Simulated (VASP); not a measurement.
# LiTaO2 (Pmmm) in VASP: further runs, part 2 of 2

VASP 6.6.1. The steps go on from the part before.

## Step 3: Single point, PBE

This run uses another cell than the first one, of 12.10 Å³/atom.

INCAR reads:

```
SYSTEM = LiTaO2
PREC = Accurate ; ENCUT = 520
EDIFF = 1E-6 ; ISMEAR = 0
SIGMA = 0.1 ; LREAL = .FALSE.
LASPH = .TRUE. ; NELM = 60
ALGO = Normal ; ISIF = 2
LWAVE = .FALSE. ; LCHARG = .FALSE.
GGA = PE ; NBANDS = 21
```

KPOINTS reads:

```
regular mesh
0
G
  6 6 4
  0 0 0
```

POSCAR reads:

```
LiTaO2
1.0
    2.8857165678      0.0000000000      0.0000000000
    0.0000000000      3.0800573103      0.0000000000
    0.0000000000      0.0000000000      5.4463819714
Li Ta O
1 1 2
Direct
    0.5000000000      0.5000000000      0.5000000000
    0.0000000000      0.0000000000      0.0000000000
    0.0000000000      0.5000000000      0.2436727195
    0.0000000000      0.5000000000      0.7563272805
```

Potentials or basis: VASP PAW PBE potentials, release 64 (Li_sv, Ta_pv, O).

The run is started by

```sh
$ cat potpaw_PBE.64/Li_sv/POTCAR potpaw_PBE.64/Ta_pv/POTCAR potpaw_PBE.64/O/POTCAR > POTCAR
$ mpirun -np 1 vasp_std > vasp.out
```

OUTCAR:

```text
SYSTEM = LiTaO2
   PREC = Accurate
   ENCUT = 520
   EDIFF = 1E-6
   ISMEAR = 0
   LREAL = .FALSE.
   LASPH = .TRUE.
   NELM = 60
   ISIF = 2
   GGA = PE

 ion  position               nearest neighbor table
   1  0.500  0.500  0.500-   3 2.01   4 2.01   3 2.01   4 2.01
   2  0.000  0.000  0.000-   3 2.03   4 2.03   3 2.03   4 2.03
   3  0.000  0.500  0.244-   1 2.01   1 2.01   2 2.03   2 2.03
   4  0.000  0.500  0.756-   1 2.01   1 2.01   2 2.03   2 2.03

  LATTYP: Found a simple orthorhombic cell.
 ALAT       =     2.8857165678
 B/A-ratio  =     1.0673457486
 C/A-ratio  =     1.8873585965

  Lattice vectors:

 A1 = (   2.8857165678,   0.0000000000,   0.0000000000)
 A2 = (   0.0000000000,   3.0800573103,   0.0000000000)
 A3 = (   0.0000000000,   0.0000000000,   5.4463819714)

Analysis of symmetry for initial positions (statically):
=====================================================================
 Subroutine PRICEL returns:
 Original cell was already a primitive cell.

 Routine SETGRP: Setting up the symmetry group for a
 simple orthorhombic supercell.

 Subroutine GETGRP returns: Found  8 space group operations
 (whereof  8 operations were pure point group operations)
 out of a pool of  8 trial point group operations.

The static configuration has the point symmetry D_2h.

Analysis of symmetry for dynamics (positions and initial velocities):
=====================================================================
 Subroutine PRICEL returns:
 Original cell was already a primitive cell.

 Routine SETGRP: Setting up the symmetry group for a
 simple orthorhombic supercell.

 Subroutine GETGRP returns: Found  8 space group operations
 (whereof  8 operations were pure point group operations)
 out of a pool of  8 trial point group operations.

The dynamic configuration has the point symmetry D_2h.

[... 118 lines left out ...]
   EFERMI_NEDOS =   21; number of points for ismear=-14 and -15
   IALGO  =     38    algorithm
   IMIX   =      4    mixing-type and parameters
     AMIX     =   0.40;   BMIX     =  1.00
     AMIX_MAG =   1.60;   BMIX_MAG =  1.00
  volume/ion in A,a.u.               =      12.10        81.67
  Fermi-wavevector in a.u.,A,eV,Ry     =   1.330738  2.514729 24.094047  1.770863
  Thomas-Fermi vector in A             =   2.459802
   LORBIT       =      0    0 simple, 1 ext, 2 COOP (PROOUT), +10 PAW based schemes
   GGA     = PE    functional components
   LHFCALC =     F    Hartree Fock is set to
   AEXX    =    0.0000 exact exchange contribution
   IVDW    =     0    specifies the selected vdW correction
   LEPSILON=     F    determine dielectric tensor
   LRPA    =     F    only Hartree local field effects (RPA)
 non-spin polarized calculation
 Gauss-broadening in eV      SIGMA  =   0.10
  energy-cutoff  :      520.00
  volume of cell :       48.41
 maximum number of plane-waves:      1328
 NGX is ok and might be reduce to    24
   NGX = 11   NGY = 11   NGZ = 21

 number of electron      26.0000002 magnetization

 Free energy of the ion-electron system (eV)
  ---------------------------------------------------
  ext. energy  EPLUGINS =         0.00000000
  ---------------------------------------------------
  free energy    TOTEN  =       -31.75883278 eV

  energy without entropy =      -31.74817523  energy(sigma->0) =      -31.75350401

 E-fermi :   5.1231     XC(G=0): -10.4359

 val. band max:        5.1178872123   @ k =   0.5000   0.1667   0.0000
 cond. band min:       5.1680272700   @ k =   0.1667   0.0000   0.0000
 fundamental gap:      0.0501400577
 Fermi energy:         5.1230793732

 k-point     1 :       0.0000    0.0000    0.0000
  band No.  band energies     occupation
      1     -41.3121      2.00000
      2     -31.2629      2.00000
      3     -30.9776      2.00000
      4     -30.4925      2.00000
      5     -15.7527      2.00000
      6     -14.3095      2.00000
[... 565 lines left out ...]
     20      13.0135      0.00000
     21      15.2600      0.00000

 [... further k-points ...]

------------------------ aborting loop because EDIFF is reached ----------------------------------------

  FORCE on cell =-STRESS in cart. coord.  units (eV):
  Direction    XX          YY          ZZ          XY          YZ          ZX
  --------------------------------------------------------------------------------------
  -------------------------------------------------------------------------------------
  Total        0.0256625      0.2591826      0.1697658      0.0000000      0.0000000      0.0000000
  in kB        0.8493536      8.5781933      5.6187580      0.0000000      0.0000000      0.0000000
  external PRESSURE =       5.0154350 kB  Pullay stress =       0.0000000 kB

 VOLUME and BASIS-vectors are now :
 -----------------------------------------------------------------------------
  energy-cutoff  :      520.00
  volume of cell :       48.41
      direct lattice vectors                 reciprocal lattice vectors
     2.885716568  0.000000000  0.000000000     0.346534379  0.000000000  0.000000000
     0.000000000  3.080057310  0.000000000     0.000000000  0.324669283  0.000000000
     0.000000000  0.000000000  5.446381971     0.000000000  0.000000000  0.183608128

 POSITION                                       TOTAL-FORCE (eV/Angst)
 -----------------------------------------------------------------------------------
      1.44286      1.54003      2.72319         0.000000      0.000000     -0.000000
      0.00000      0.00000      0.00000         0.000000      0.000000     -0.000000
      0.00000      1.54003      1.32713        -0.000000      0.000000      0.054136
      0.00000      1.54003      4.11925         0.000000      0.000000     -0.054136
 -----------------------------------------------------------------------------------
    total drift:                                0.000000      0.000000      0.000000

  FREE ENERGIE OF THE ION-ELECTRON SYSTEM (eV)
  ---------------------------------------------------
  free  energy   TOTEN  =       -31.7588327826 eV

  energy  without entropy=      -31.7481752286  energy(sigma->0) =      -31.75350401
```

Wall time 58 s (1 thread of Intel Xeon 8259CL, shared host); peak memory 0.19 GiB.

Results:

- Free energy: -31.7588 eV
- Largest force: 0.054 eV/Å
- Band gap on the k mesh: zero (bands 13 and 14 overlap by 0.72 eV)

Forces on the atoms (eV/Å):
```
Li   0.000  0.000  0.000
Ta   0.000  0.000  0.000
O    0.000  0.000  0.054
O    0.000  0.000 -0.054
```

Caveat: the k points lie up to 0.36 Å⁻¹ apart, too coarse for converged energies and pressures of a metal; the cutoff is under 1.25 times the usual one of these potentials, so pressure, stress and relaxed cells hold a basis-set (Pulay) error; spin-orbit coupling is left out, which moves the levels of the heavy elements.

## Step 4: Relaxation of cell and atoms, PBE

INCAR reads:

```
SYSTEM = LiTaO2
PREC = Accurate ; ENCUT = 600
EDIFF = 1E-6 ; ISMEAR = 0
SIGMA = 0.1 ; LREAL = .False.
LASPH = .True. ; NELM = 100
ALGO = Normal ; ISIF = 3
LWAVE = .False. ; LCHARG = .False.
GGA = PE ; IBRION = 2
NSW = 90 ; EDIFFG = -0.04
```

KPOINTS reads:

```
Automatic mesh
0
Gamma
  6 6 4
  0 0 0
```

POSCAR reads:

```
LiTaO2
1.0
    2.7183820100      0.0000000000      0.0000000000
    0.0000000000      3.2371193400      0.0000000000
    0.0000000000      0.0000000000      5.2160187400
Li Ta O
1 1 2
Direct
    0.5000000000      0.5000000000      0.5000000000
    0.0000000000      0.0000000000      0.0000000000
    0.0000000000      0.5000000000      0.2708497900
    0.0000000000      0.5000000000      0.7291502100
```

The run is started by

```sh
$ cat potpaw_PBE.64/Li_sv/POTCAR potpaw_PBE.64/Ta_pv/POTCAR potpaw_PBE.64/O/POTCAR > POTCAR
$ mpirun -np 1 vasp_std > vasp.out
```

Wall time 6.7 min (1 thread of Intel Xeon 8259CL, shared host); peak memory 0.22 GiB.

The run converged. Its results:

```
Free energy                           : -31.7596 eV
Relaxed volume                        : 12.13 Å³/atom
Relaxed cell                          : a = 2.889 Å, b = 3.081 Å, c = 5.452 Å, α = 90.00°, β = 90.00°, γ = 90.00°
Space group after relaxing (to 0.1 Å) : Pmmm (No. 47)
Energy gained by relaxing             : 233.8 meV/atom
Ionic steps                           : 12
Pressure after relaxing               : 0.1 GPa
Largest force after relaxing          : 0.036 eV/Å
Band gap on the k mesh                : zero (bands 13 and 14 overlap by 0.72 eV)
```

Forces on the atoms (eV/Å):
```
Li   0.000  0.000  0.000
Ta   0.000  0.000  0.000
O    0.000  0.000  0.036
O    0.000  0.000 -0.036
```

Stress tensor (GPa, compression positive):
```
-0.21  0.00  0.00
 0.00  0.34  0.00
 0.00  0.00  0.08
```

Step by step:
```
step  energy change (eV)  largest force (eV/Å)  pressure (GPa)  volume (Å³)
   1              0.0000                3.9899           -3.85        45.90
   2              0.2351                5.0365           43.15        43.68
   3             -0.8032                0.3290            9.21        44.91
   4             -0.8035                0.2291            9.68        44.89
   5             -0.9232                0.4591           -2.25        48.80
   6             -0.9240                0.4343           -1.43        48.47
   7             -0.9303                0.1968            1.21        48.51
   8             -0.9327                0.0200            0.26        48.50
   9             -0.9347                0.0177           -0.19        48.61
  10             -0.9351                0.0181           -0.44        48.68
  11             -0.9354                0.0477            0.17        48.49
  12             -0.9354                0.0365            0.07        48.52
```

Final structure:
```
Li Ta O
1.0
     2.88853    0.00000    0.00000
     0.00000    3.08137    0.00000
     0.00000    0.00000    5.45180
Li Ta O
1 1 2
Direct
  0.50000 0.50000 0.50000
  0.00000 0.00000 0.00000
  0.00000 0.50000 0.24358
  0.00000 0.50000 0.75642
```

Levels at points of the mesh, in eV from the Fermi level:
```
           k point  band 11  band 12  band 13  band 14  band 15  band 16
(0.00, 0.00, 0.00)    -4.31    -4.14    -4.12    -0.11     2.52     2.67
(0.50, 0.00, 0.00)    -4.33    -3.79    -0.36     0.50     0.58     3.70
(0.00, 0.50, 0.00)    -4.84    -3.88    -3.58     1.78     1.87     2.59
(0.50, 0.50, 0.00)    -5.03    -4.95    -2.08    -0.19     1.94     2.49
(0.00, 0.00, 0.50)    -4.52    -4.46    -3.90     0.21     2.33     2.68
(0.50, 0.00, 0.50)    -5.43    -4.19    -0.35     0.61     0.87     3.70
(0.00, 0.50, 0.50)    -4.69    -3.87    -3.80     1.85     2.18     2.73
(0.50, 0.50, 0.50)    -5.32    -4.66    -2.33    -0.25     2.55     3.41
```

Caveat: the k points lie up to 0.36 Å⁻¹ apart in the final cell, too coarse for converged energies and pressures of a metal; the cutoff is under 1.25 times the usual one of these potentials, so pressure, stress and relaxed cells hold a basis-set (Pulay) error; spin-orbit coupling is left out, which moves the levels of the heavy elements.

## Step 5: Overview

| task | cell | cutoff (eV) | gap on the mesh (eV) | largest force (eV/Å) |
| --- | --- | --- | --- | --- |
| single point | a = 2.718, b = 3.237, c = 5.216 Å, 4 atoms, atomic positions A | 520 | none | 3.99 |
| single point | a = 2.886, b = 3.080, c = 5.446 Å, 4 atoms, atomic positions B | 520 | none | 0.05 |
| relaxation of cell and atoms | relaxed from a = 2.718, b = 3.237, c = 5.216 Å, 4 atoms, atomic positions A | 600 | none | 0.04 |

Alike in all rows: level PBE; potentials or basis VASP PAW PBE potentials, release 64 (Li_sv, Ta_pv, O); no spin polarisation; k mesh 6 × 6 × 4; smearing gaussian 0.1 eV.

Caveats: all runs use coarse meshes; the cutoff is under 1.25 times the usual one of these potentials, so pressure, stress and relaxed cells hold a basis-set (Pulay) error; spin-orbit coupling is left out, which moves the levels of the heavy elements; forces of over 1 eV/Å act on the atoms, so gaps and moduli don't describe the material at rest (at least some runs).

Absolute energies hang on the potentials; compare differences alone.
